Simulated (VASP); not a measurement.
# ZnO (P6_3mc) in VASP: notebook

ZnO is run at these levels: r2SCAN; tasks: phonons.

Program: VASP 6.6.1. These are calculated values, not measurements. Logs are shortened: lines on timing, memory, paths and dates and some standing lists are left out, and cuts for length are marked.

## Step 1: The cell of the first run

The structure is hexagonal, space group P6_3mc (No. 186). The conventional cell has a = 3.174 Å, b = 3.174 Å, c = 5.107 Å, α = 90.00°, β = 90.00°, γ = 120.00°. Zn (site symmetry 3m) has 4 O at 1.93 to 1.94 Å within 2.6 Å. Within 2.6 Å of O (site symmetry 3m) lie 4 Zn at 1.93 to 1.94 Å.

## Step 2: Phonons, r2SCAN

Contents of INCAR:

```
SYSTEM = ZnO
PREC = Accurate ; ENCUT = 520
EDIFF = 1E-8 ; ISMEAR = 0
SIGMA = 0.01 ; LREAL = .FALSE.
LASPH = .TRUE. ; NELM = 80
ALGO = Normal ; ISIF = 2
LWAVE = .FALSE. ; LCHARG = .FALSE.
METAGGA = R2SCAN ; LMIXTAU = .TRUE.
NBANDS = 26 ; IBRION = 6
NFREE = 2 ; POTIM = 0.015
NSW = 1
```

Contents of KPOINTS:

```
Automatic mesh
0
G
  8 8 4
  0 0 0
```

Contents of POSCAR:

```
ZnO
1.0
    3.1737968068      0.0000000000      0.0000000000
   -1.5868984034      2.7485886612      0.0000000000
    0.0000000000      0.0000000000      5.1068423217
Zn O
2 2
Direct
    0.3333333333      0.6666666667      0.4995716666
    0.6666666667      0.3333333333     -0.0004283334
    0.6666666667      0.3333333333      0.3794383334
    0.3333333333      0.6666666667      0.8794383334
```

Potentials or basis: VASP PAW PBE potentials, release 64 (Zn, O).

Run with:

```sh
cat potpaw_PBE.64/Zn/POTCAR potpaw_PBE.64/O/POTCAR > POTCAR
mpirun -np 1 vasp_std > vasp.out
```

OUTCAR:

```text
SYSTEM = ZnO
   PREC = Accurate
   ENCUT = 520
   EDIFF = 1E-8
   ISMEAR = 0
   LREAL = .FALSE.
   LASPH = .TRUE.
   NELM = 80
   ISIF = 2
   METAGGA = R2SCAN
   IBRION = 6
   NFREE = 2
   POTIM = 0.015
   NSW = 1

 ion  position               nearest neighbor table
   1  0.333  0.667  0.500-   3 1.93   3 1.93   3 1.93   4 1.94
   2  0.667  0.333  1.000-   4 1.93   4 1.93   4 1.93   3 1.94
   3  0.667  0.333  0.379-   1 1.93   1 1.93   1 1.93   2 1.94
   4  0.333  0.667  0.879-   2 1.93   2 1.93   2 1.93   1 1.94

  LATTYP: Found a hexagonal cell.
 ALAT       =     3.1737968068
 C/A-ratio  =     1.6090640430

  Lattice vectors:

 A1 = (   3.1737968068,   0.0000000000,   0.0000000000)
 A2 = (  -1.5868984034,   2.7485886612,   0.0000000000)
 A3 = (   0.0000000000,   0.0000000000,   5.1068423217)

Analysis of symmetry for initial positions (statically):
=====================================================================
 Subroutine PRICEL returns:
 Original cell was already a primitive cell.

 Routine SETGRP: Setting up the symmetry group for a
 hexagonal supercell.

 Subroutine GETGRP returns: Found 12 space group operations
 (whereof  6 operations were pure point group operations)
 out of a pool of 24 trial point group operations.

The static configuration has the point symmetry C_3v.
 The point group associated with its full space group is C_6v.

Analysis of symmetry for dynamics (positions and initial velocities):
=====================================================================
 Subroutine PRICEL returns:
 Original cell was already a primitive cell.

 Routine SETGRP: Setting up the symmetry group for a
 hexagonal supercell.

 Subroutine GETGRP returns: Found 12 space group operations
 (whereof  6 operations were pure point group operations)
 out of a pool of 24 trial point group operations.

The dynamic configuration has the point symmetry C_3v.
 The point group associated with its full space group is C_6v.

 Subroutine INISYM returns: Found 12 space group operations
 (whereof  6 operations are pure point group operations),
 and found     1 'primitive' translations

----------------------------------------------------------------------------------------

                                     Primitive cell

  volume of cell :      44.5493

  direct lattice vectors                    reciprocal lattice vectors
     3.173796807  0.000000000  0.000000000     0.315080032  0.181911541  0.000000000
    -1.586898403  2.748588661  0.000000000     0.000000000  0.363823083  0.000000000
     0.000000000  0.000000000  5.106842322     0.000000000  0.000000000  0.195815719

  length of vectors
     3.173796807  3.173796807  5.106842322     0.363823083  0.363823083  0.195815719

  position of ions in fractional coordinates (direct lattice)
     0.333333333  0.666666667  0.499571667
     0.666666667  0.333333333  0.999571667
     0.666666667  0.333333333  0.379438333
     0.333333333  0.666666667  0.879438333

  ion indices of the primitive-cell ions
   primitive index   ion index
                 1           1
                 2           2
                 3           3
                 4           4

----------------------------------------------------------------------------------------

 KPOINTS: Automatic mesh

Automatic generation of k-mesh.
 Grid dimensions read from file:
 generate k-points for:    8    8    4

 Generating k-lattice:

  Cartesian coordinates                     Fractional coordinates (reciprocal lattice)
     0.039385004  0.022738943  0.000000000     0.125000000  0.000000000  0.000000000
     0.000000000  0.045477885  0.000000000     0.000000000  0.125000000  0.000000000
     0.000000000  0.000000000  0.048953930     0.000000000  0.000000000  0.250000000

  Length of vectors
     0.045477885  0.045477885  0.048953930

  Shift w.r.t. Gamma in fractional coordinates (k-lattice)
     0.000000000  0.000000000  0.000000000

 Subroutine IBZKPT returns following result:
 ===========================================

 Found     30 irreducible k-points:

 Following reciprocal coordinates:
            Coordinates               Weight
  0.000000  0.000000  0.000000      1.000000
  0.125000 -0.000000  0.000000      6.000000
  0.250000 -0.000000  0.000000      6.000000
  0.375000 -0.000000  0.000000      6.000000
  0.500000 -0.000000  0.000000      3.000000
  0.125000  0.125000  0.000000      6.000000
[... 16 lines left out ...]
  0.250000 -0.000000  0.500000      6.000000
  0.375000 -0.000000  0.500000      6.000000
 [... further k-points ...]
   k-points           NKPTS =     30   k-points in BZ     NKDIM =     30   number of bands    NBANDS=     26
   number of dos      NEDOS =    301   number of ions     NIONS =      4
   total plane-waves  NPLWV =  23040
   dimension x,y,z NGX =    24 NGY =   24 NGZ =   40
   dimension x,y,z NGXF=    48 NGYF=   48 NGZF=   80
   ions per type =               2   2
   NGX,Y,Z   is equivalent  to a cutoff of  12.57, 12.57, 13.02 a.u.
   NGXF,Y,Z  is equivalent  to a cutoff of  25.14, 25.14, 26.04 a.u.
 SYSTEM =  ZnO
   PREC   = accura    normal or accurate (medium, high low for compatibility)
   ISTART =      0    job   : 0-new  1-cont  2-samecut
   ICHARG =      2    charge: 1-file 2-atom 10-const
   ISPIN  =      1    spin polarized calculation?
   LNONCOLLINEAR =      F non collinear calculations
   LSORBIT =      F    spin-orbit coupling
   LASPH  =      T    aspherical Exc in radial PAW
   ENCUT  =  520.0 eV  38.22 Ry    6.18 a.u.   5.90  5.90  9.50*2*pi/ulx,y,z
   NELM   =     80;   NELMIN=  2; NELMDL= -5     # of ELM steps
   EDIFF  = 0.1E-07   stopping-criterion for ELM
   LREAL  =      F    real-space projection
   EDIFFG = 0.1E-06   stopping-criterion for IOM
   NSW    =     85    number of steps for IOM
   IBRION =      6    ionic relax: 0-MD 1-quasi-New 2-CG
   NFREE  =      2    steps in history (QN), initial steepest desc. (CG)
   ISIF   =      2    stress and relaxation
   ISYM   =      2    0-nonsym 1-usesym 2-fastsym
   POTIM  = 0.0150    time-step for ionic-motion
   TEBEG  =    0.0;   TEEND  =   0.0 temperature during run
   PSTRESS=    0.0 pullay stress
   NELECT =      36.0000    total number of electrons
   NUPDOWN=      -1.0000    fix difference up-down
   EMIN   =  10.00;   EMAX   =-10.00  energy-range for DOS
   EFERMI =   0.00;   METHOD = LEGACY
   ISMEAR =     0;   SIGMA  =   0.01  broadening in eV -4-tet -1-fermi 0-gaus
   EFERMI_NEDOS =   21; number of points for ismear=-14 and -15
   IALGO  =     38    algorithm
   IMIX   =      4    mixing-type and parameters
     AMIX     =   0.40;   BMIX     =  1.00
     AMIX_MAG =   1.60;   BMIX_MAG =  1.00
  volume/ion in A,a.u.               =      11.14        75.16
  Fermi-wavevector in a.u.,A,eV,Ry     =   1.524855  2.881558 31.636034  2.325183
  Thomas-Fermi vector in A             =   2.633105
   LORBIT       =      0    0 simple, 1 ext, 2 COOP (PROOUT), +10 PAW based schemes
   METAGGA = R2SCAN    functional components
   LHFCALC =     F    Hartree Fock is set to
   AEXX    =    0.0000 exact exchange contribution
   IVDW    =     0    specifies the selected vdW correction
   LEPSILON=     F    determine dielectric tensor
   LRPA    =     F    only Hartree local field effects (RPA)
 finite differences with symmetry
 non-spin polarized calculation
 Gauss-broadening in eV      SIGMA  =   0.01
  energy-cutoff  :      520.00
  volume of cell :       44.55
 maximum number of plane-waves:      1212
 NGX is ok and might be reduce to    24
   NGX = 11   NGY = 11   NGZ = 19

--------------------------------------- Ionic step        1  -------------------------------------------

 number of electron      35.9999975 magnetization

 Free energy of the ion-electron system (eV)
  ---------------------------------------------------
  ext. energy  EPLUGINS =         0.00000000
  ---------------------------------------------------
  free energy    TOTEN  =       -36.21703532 eV

  energy without entropy =      -36.21703532  energy(sigma->0) =      -36.21703532

------------------------ aborting loop because EDIFF is reached ----------------------------------------

  FORCE on cell =-STRESS in cart. coord.  units (eV):
  Direction    XX          YY          ZZ          XY          YZ          ZX
  --------------------------------------------------------------------------------------
  -------------------------------------------------------------------------------------
  Total        3.1364522      3.1364522      3.2038128      0.0000000      0.0000000      0.0000000
  in kB      112.7996996    112.7996996    115.2222617      0.0000000      0.0000000      0.0000000
  external PRESSURE =     113.6072203 kB  Pullay stress =       0.0000000 kB
[... 289 lines left out ...]
  energy  without entropy=      -36.2153024175  energy(sigma->0) =      -36.21530242

--------------------------------------- Ionic step        9  -------------------------------------------

 number of electron      35.9999977 magnetization

 Free energy of the ion-electron system (eV)
  ---------------------------------------------------
  ext. energy  EPLUGINS =         0.00000000
  ---------------------------------------------------
  free energy    TOTEN  =       -36.21544906 eV

  energy without entropy =      -36.21544906  energy(sigma->0) =      -36.21544906

 E-fermi :   1.5818     XC(G=0): -12.0538

 val. band max:        1.4806485420   @ k =   0.0000   0.0000   0.0000
 cond. band min:       2.8074246193   @ k =   0.0000   0.0000   0.0000
 fundamental gap:      1.3267760774
 Fermi energy:         1.5818107969

 k-point     1 :       0.0000    0.0000    0.0000
  band No.  band energies     occupation
      1     -18.1751      2.00000
      2     -17.3842      2.00000
      3      -4.7768      2.00000
      4      -4.6934      2.00000
      5      -4.6934      2.00000
      6      -4.6462      2.00000
[... 685 lines left out ...]
     25      16.3606      0.00000
     26      16.4885      0.00000

 [... further k-points ...]
[... 5 lines left out ...]
  --------------------------------------------------------------------------------------
  -------------------------------------------------------------------------------------
  Total        3.0373314      3.0373314      3.4120469      0.0000000      0.0000000      0.0000000
  in kB      109.2349066    109.2349066    122.7112162      0.0000000      0.0000000      0.0000000
  external PRESSURE =     113.7270098 kB  Pullay stress =       0.0000000 kB
[... 19 lines left out ...]
  FREE ENERGIE OF THE ION-ELECTRON SYSTEM (eV)
  ---------------------------------------------------
  free  energy   TOTEN  =       -36.2154490582 eV

  energy  without entropy=      -36.2154490582  energy(sigma->0) =      -36.21544906

 INTERNAL STRAIN TENSORS FROM DISPLACED ATOMS
 ============================================

 INTERNAL STRAIN TENSOR FOR ION    1 for displacements in x,y,z  (eV/Angst):
          X           Y           Z          XY          YZ          ZX
  --------------------------------------------------------------------------------
  x    -0.00000     0.00000     0.00000   -10.85899     0.00000    -6.43080
  y   -10.85899    10.85899     0.00000     0.00000    -6.42984    -0.00000
  z    -6.47238    -6.47238    13.37598     0.00000     0.00000     0.00000

 INTERNAL STRAIN TENSOR FOR ION    4 for displacements in x,y,z  (eV/Angst):
          X           Y           Z          XY          YZ          ZX
  --------------------------------------------------------------------------------
  x     0.00000     0.00000     0.00000   -11.55060     0.00000     6.71162
  y   -11.55060    11.55060    -0.00000     0.00000     6.71067    -0.00000
  z     6.65685     6.65685   -13.29551     0.00000     0.00000     0.00000

 Eigenvectors and eigenvalues of the dynamical matrix
 ----------------------------------------------------

   1 f  =   17.872066 THz   112.293504 2PiTHz  596.147959 cm-1    73.912894 meV
             X         Y         Z           dx          dy          dz
     -0.000000  1.832392  2.551234    -0.000000    0.000000   -0.120443
      1.586898  0.916196  5.104655    -0.000000   -0.000000    0.120443
      1.586898  0.916196  1.937732     0.000000   -0.000000   -0.696774
     -0.000000  1.832392  4.491153    -0.000000    0.000000    0.696774

   2 f  =   14.779730 THz    92.863782 2PiTHz  492.998724 cm-1    61.124024 meV
             X         Y         Z           dx          dy          dz
     -0.000000  1.832392  2.551234    -0.000001   -0.286630   -0.000000
      1.586898  0.916196  5.104655     0.000001    0.286630   -0.000000
      1.586898  0.916196  1.937732     0.000001    0.646408    0.000000
     -0.000000  1.832392  4.491153    -0.000001   -0.646408    0.000000
[... 64 lines left out ...]
  12 f/i=    0.142332 THz     0.894301 2PiTHz    4.747700 cm-1     0.588639 meV
             X         Y         Z           dx          dy          dz
     -0.000000  1.832392  2.551234     0.009599    0.630452   -0.000000
      1.586898  0.916196  5.104655     0.009599    0.630452   -0.000000
      1.586898  0.916196  1.937732     0.004873    0.320022   -0.000000
     -0.000000  1.832392  4.491153     0.004873    0.320022   -0.000000

 ELASTIC MODULI CONTR FROM IONIC RELAXATION (kBar)
 Direction    XX          YY          ZZ          XY          YZ          ZX
 --------------------------------------------------------------------------------
 XX       -1162.7702    481.1334    692.5078     -0.0000      0.0000     -0.0000
 YY         481.1334  -1162.7702    692.5078      0.0000     -0.0000      0.0000
 ZZ         692.5078    692.5078  -1407.1042     -0.0000     -0.0000      0.0000
 XY          -0.0000      0.0000     -0.0000   -821.9518     -0.0000     -0.0000
 YZ           0.0000     -0.0000     -0.0000     -0.0000   -307.0924      0.0000
 ZX          -0.0000      0.0000      0.0000     -0.0000      0.0000   -307.1811
 --------------------------------------------------------------------------------
```

Wall time 13 min (1 thread of Intel Xeon 6975P-C (Granite Rapids), shared host); peak memory 0.36 GiB.

Results:

| Property | Result |
| --- | --- |
| Highest phonon frequency at Γ, LO-TO splitting left out | 596 cm⁻¹ |

Phonon frequencies in cm⁻¹ (negative: imaginary):
```tsv
q point	frequencies
(0.000, 0.000, 0.000)	-5 -5 -4 103 103 281 435 459 459 493 493 596
```

Caveat: the cell stands under pressure or tension, which shifts response properties; the PAW data sets were made with another functional, which shifts forces and pressure a little.

(Continued in part 2 of 2.)
